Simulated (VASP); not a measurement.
**GaN: elastic constants with PBEsol**

Crystal: GaN.

```
CELL_PARAMETERS angstrom
0.00000 2.22335 2.22335
2.22335 0.00000 2.22335
2.22335 2.22335 0.00000
ATOMIC_POSITIONS crystal
Ga 0.00000 0.00000 0.00000
N 0.25000 0.25000 0.25000
```

```json
{"Program": "VASP 6.6.1", "Task": "elastic constants", "Functional": "PBEsol", "Potentials or basis": "VASP PAW PBE potentials, release 64 (Ga_d, N)", "Cutoff": "600 eV", "k mesh": "10 × 10 × 10", "Occupations": "gaussian, width 0.01 eV", "Spin": "no spin polarisation", "Dipole correction": "no", "Ions in elastic constants": "relaxed", "Further INCAR settings": "ALGO = Normal; EDIFF = 1e-08; IBRION = 6; POTIM = 0.015; NSW = 1; ISIF = 3"}
```

```json
{
 "Elastic constants C11, C12, C44": "289, 169, 158 GPa",
 "Voigt bulk modulus": "209 GPa",
 "Highest phonon frequency at Γ, LO-TO splitting left out": "561 cm⁻¹"
}
```

Phonon frequencies in cm⁻¹ (negative: imaginary):
| q point | frequencies |
| --- | --- |
| (0.000, 0.000, 0.000) | 0 0 0 561 561 561 |

Elastic tensor in Voigt notation (GPa, in the Cartesian axes of the cell as first typed):
```
289 169 169   0   0   0
169 289 169   0   0   0
169 169 289   0   0   0
  0   0   0 158   0   0
  0   0   0   0 158   0
  0   0   0   0   0 158
```

Clamped-ion elastic tensor (GPa):
```
289 169 169   0   0   0
169 289 169   0   0   0
169 169 289   0   0   0
  0   0   0 213   0   0
  0   0   0   0 213   0
  0   0   0   0   0 213
```

Wall time 8.9 min on 1 thread of Intel(R) Xeon(R) Platinum 8488C (Sapphire Rapids), on a shared host, peak memory 0.32 GiB.

Caveat: the cell is under stress, which shifts elastic constants; the PAW data sets were made with another functional, which shifts forces and pressure a little.
